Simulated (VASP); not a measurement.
Wanted: the native input for a VASP 6.6.1 run.

| Quantity | Value |
| --- | --- |
| Task | single point |
| Functional | PBE |
| Potentials or basis | VASP PAW PBE potentials, release 64 (C, F) |
| Cutoff | 520 eV |
| k mesh | 2 × 4 × 2 |
| Occupations | gaussian, width 0.1 eV |
| Spin | no spin polarisation |
| Dipole correction | no |
| Further INCAR settings | LREAL = Auto; ALGO = Normal; EDIFF = 1e-07; NBANDS = 100 |

The structure of C3F4 lies in POSCAR:

```
C3F4
1.0
    8.8199100033      0.0000000000      0.0000000000
    0.0000000000      5.4554083523      0.0000000000
    0.0000000000      0.0000000000      8.7904070230
C F
12 16
Direct
    0.0000000000      0.9147869578      0.7500000000
    0.5000000000      0.5852130422      0.2500000000
    0.0000000000      0.0852130422      0.2500000000
    0.5000000000      0.4147869578      0.7500000000
    0.9476820488      0.6749066988      0.6967088176
    0.5523179512      0.8250933012      0.1967088176
    0.4476820488      0.8250933012      0.3032911824
    0.0523179512      0.6749066988      0.8032911824
    0.0523179512      0.3250933012      0.3032911824
    0.4476820488      0.1749066988      0.8032911824
    0.5523179512      0.1749066988      0.6967088176
    0.9476820488      0.3250933012      0.1967088176
    0.0879478938      0.0688534741      0.6629332330
    0.4120521062      0.4311465259      0.1629332330
    0.5879478938      0.4311465259      0.3370667670
    0.9120521062      0.0688534741      0.8370667670
    0.9120521062      0.9311465259      0.3370667670
    0.5879478938      0.5688534741      0.8370667670
    0.4120521062      0.5688534741      0.6629332330
    0.0879478938      0.9311465259      0.1629332330
    0.8572838784      0.5553681930      0.6043485649
    0.6427161216      0.9446318070      0.1043485649
    0.3572838784      0.9446318070      0.3956514351
    0.1427161216      0.5553681930      0.8956514351
    0.1427161216      0.4446318070      0.3956514351
    0.3572838784      0.0553681930      0.8956514351
    0.6427161216      0.0553681930      0.6043485649
    0.8572838784      0.4446318070      0.1043485649
```

The input as run:

INCAR

```
  PREC = Accurate
  ENCUT = 520
  EDIFF = 1E-7
  ISMEAR = 0
  SIGMA = 0.1
  LREAL = Auto
  LASPH = T
  NELM = 100
  ALGO = Normal
  ISIF = 2
  LWAVE = F
  LCHARG = T
  GGA = PE
  LELF = T
  LVHAR = T
  NBANDS = 100
  LUSENCCL = F
```

KPOINTS

```
regular mesh
0
Gamma
  2 4 2
```

Potentials or basis: VASP PAW PBE potentials, release 64 (C, F).

The run is started by

```console
$ cat potpaw_PBE.64/C/POTCAR potpaw_PBE.64/F/POTCAR > POTCAR
$ mpirun -np 1 vasp_std > vasp.out
```

Results of the run:

```json
{
 "Pressure": "1.0 GPa",
 "Largest force": "0.429 eV/Å",
 "Band gap on the k mesh": "4.99 eV (least direct gap 5.01 eV)"
}
```

Caveat: this functional lacks dispersion, which holds the molecules together, so the pressure and a relaxed volume are unreliable.

Wall time 2.3 min on 1 × NVIDIA H100 80GB with 1 thread of AMD EPYC 7R13 Processor (Zen 3), on a shared host, peak memory 1.6 GiB.
